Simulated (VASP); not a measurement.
InSb3:

```xyz
4
Lattice="4.9006 0.0000 0.0000 0.0000 4.9006 0.0000 0.0000 0.0000 4.9006" Properties=species:S:1:pos:R:3 pbc="T T T"
Sb    2.4503    2.4503    0.0000
Sb    0.0000    2.4503    2.4503
Sb    2.4503    0.0000    2.4503
In    0.0000    0.0000    0.0000
```

This cell differs from its parent crystal: volume scaled by 1.06.

Base run:

```yaml
Program: VASP 6.6.1
Functional: LDA
Potentials_or_basis: VASP PAW LDA potentials, release 64 (Sb, In_d)
Cutoff: 520 eV
k_mesh: 6 × 6 × 6
Occupations: fermi-dirac, width 0.05 eV
Spin: no spin polarisation
```

Its results: band gap on the k mesh zero (band 14 reaches 10.13 eV, above the bottom of band 15 at 5.95 eV); pressure -5.9 GPa.

Question: The run is repeated on the same cell with these changes: functional from LDA to PBEsol; potentials or basis from VASP PAW LDA potentials, release 64 (Sb, In_d) to VASP PAW PBE potentials, release 64 (Sb, In_d). What comes out?

Answer: Band gap on the k mesh zero (band 14 reaches 10.22 eV, above the bottom of band 15 at 5.96 eV); pressure -5.0 GPa.

Caveats: spin-orbit coupling is left out, which moves the levels of the heavy elements; the PAW data sets were made with another functional, which shifts forces and pressure a little (some runs).
